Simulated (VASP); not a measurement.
Here is a VASP 6.6.1 calculation.

The input POSCAR:

```
SiO2
1.0
    8.3886930000      0.0000000000      0.0000000000
    0.0000000000      8.3886930000      0.0000000000
    0.0000000000      0.0000000000      8.0356430000
Si O
24 48
Direct
    0.0025210000      0.9975250000      0.0002740000
    0.0016840000      0.9985220000      0.3309690000
    0.9989530000      0.9985780000      0.6694960000
    0.0042820000      0.4959680000      0.9996820000
    0.0040490000      0.4977510000      0.3335180000
    0.0003490000      0.4984740000      0.6682520000
    0.5025340000      0.9949710000      0.0002800000
    0.4987570000      0.9949650000      0.3333520000
    0.5005620000      0.9951410000      0.6661920000
    0.5002130000      0.4989040000      0.9984640000
    0.5029460000      0.4885110000      0.6661270000
    0.2541030000      0.2474950000      0.1676670000
    0.2524020000      0.2460360000      0.5019420000
    0.2518800000      0.2431700000      0.8353630000
    0.2561430000      0.7438790000      0.1681250000
    0.2343890000      0.7566800000      0.5052000000
    0.2511660000      0.7466490000      0.8358830000
    0.7536170000      0.2448530000      0.1646310000
    0.7560940000      0.2418770000      0.4992110000
    0.7506110000      0.2475340000      0.8334440000
    0.7585070000      0.7469960000      0.1627520000
    0.7538910000      0.7454140000      0.4967390000
    0.7513330000      0.7445900000      0.8316300000
    0.5223900000      0.4815370000      0.3316670000
    0.4694740000      0.6419200000      0.4394210000
    0.1539200000      0.1504130000      0.0016230000
    0.1555120000      0.1509010000      0.3341420000
    0.1529050000      0.1486280000      0.6674790000
    0.1560740000      0.6496820000      0.0008670000
    0.1537050000      0.6522130000      0.3342210000
    0.1363230000      0.6616090000      0.6766240000
    0.6564040000      0.1465400000      0.9991410000
    0.6532800000      0.1525310000      0.3341260000
    0.6522710000      0.1526500000      0.6645240000
    0.6568460000      0.6499110000      0.9986840000
    0.6804820000      0.6398950000      0.3228210000
    0.6562180000      0.6463960000      0.6643040000
    0.3490540000      0.3418590000      0.9999200000
    0.3531750000      0.3440720000      0.3369120000
    0.3517570000      0.3336550000      0.6707140000
    0.3493210000      0.8436750000      0.0008840000
    0.3363210000      0.8548130000      0.3333540000
    0.3444830000      0.8459530000      0.6672350000
    0.8511120000      0.3419530000      0.9995390000
    0.8467210000      0.3460510000      0.3341460000
    0.8445940000      0.3462560000      0.6641840000
    0.8487960000      0.8458220000      0.9975320000
    0.8516550000      0.8474710000      0.3319340000
    0.8481370000      0.8436750000      0.6661510000
    0.1011830000      0.3990060000      0.1684720000
    0.0990290000      0.3998260000      0.5021680000
    0.0994320000      0.3996440000      0.8323150000
    0.0971820000      0.9006670000      0.1654360000
    0.0933110000      0.9042820000      0.5012990000
    0.0985070000      0.9037220000      0.8354730000
    0.6026420000      0.3940220000      0.1596570000
    0.5996420000      0.3978090000      0.8354240000
    0.5979730000      0.8975580000      0.1684440000
    0.6005240000      0.9005900000      0.4980810000
    0.5984070000      0.8981580000      0.8313010000
    0.4064510000      0.0950780000      0.1663130000
    0.4045290000      0.0927380000      0.5005990000
    0.4049810000      0.0910430000      0.8348020000
    0.4080010000      0.5902740000      0.1616620000
    0.3483680000      0.5816220000      0.5446210000
    0.4052850000      0.5920570000      0.8345320000
    0.9046440000      0.0957710000      0.1668690000
    0.9044110000      0.0953030000      0.4998850000
    0.9029620000      0.0956570000      0.8328160000
    0.9119410000      0.5943110000      0.1631320000
    0.9077440000      0.5946500000      0.5001180000
    0.9013930000      0.5905750000      0.8355820000
```

File INCAR.step1:

```
PREC = Accurate ; ENCUT = 520
ISMEAR = -1 ; SIGMA = 0.05
LREAL = Auto ; LASPH = T
NELM = 60 ; NBANDS = 234
ISYM = 0 ; GGA = PE
ALGO = Normal ; EDIFF = 1E-4
LWAVE = T ; LCHARG = F
```

The input INCAR.step2:

```
PREC = Accurate ; ENCUT = 520
EDIFF = 1E-7 ; ISMEAR = -1
SIGMA = 0.05 ; LREAL = Auto
LASPH = T ; NELM = 60
ALGO = Normal ; ISIF = 2
LWAVE = F ; LCHARG = F
METAGGA = R2SCAN ; LMIXTAU = T
NBANDS = 234 ; ISYM = 0
ISTART = 1
```

File KPOINTS:

```
Automatic mesh
0
Gamma
  1 1 1
  0.25 0.25 0.25
```

Potentials or basis: VASP PAW PBE potentials, release 64 (Si, O).

Run with:

```console
$ cat potpaw_PBE.64/Si/POTCAR potpaw_PBE.64/O/POTCAR > POTCAR
$ cp INCAR.step1 INCAR
$ mpirun -np 1 vasp_std > vasp.out
$ cp INCAR.step2 INCAR
$ mpirun -np 1 vasp_std > vasp.out
```

**Question.** What does it give for the largest force?

**Answer.** 0.317 eV/Å.

**Question.** Predict the pressure.

**Answer.** 2.1 GPa.

Stress tensor (GPa, compression positive):
```
 3.32 -1.36 -2.35
-1.36  1.13 -0.28
-2.35 -0.28  1.90
```

Caveat: the k points lie up to 0.78 Å⁻¹ apart; the PAW data sets were made with another functional, which shifts forces and pressure a little.
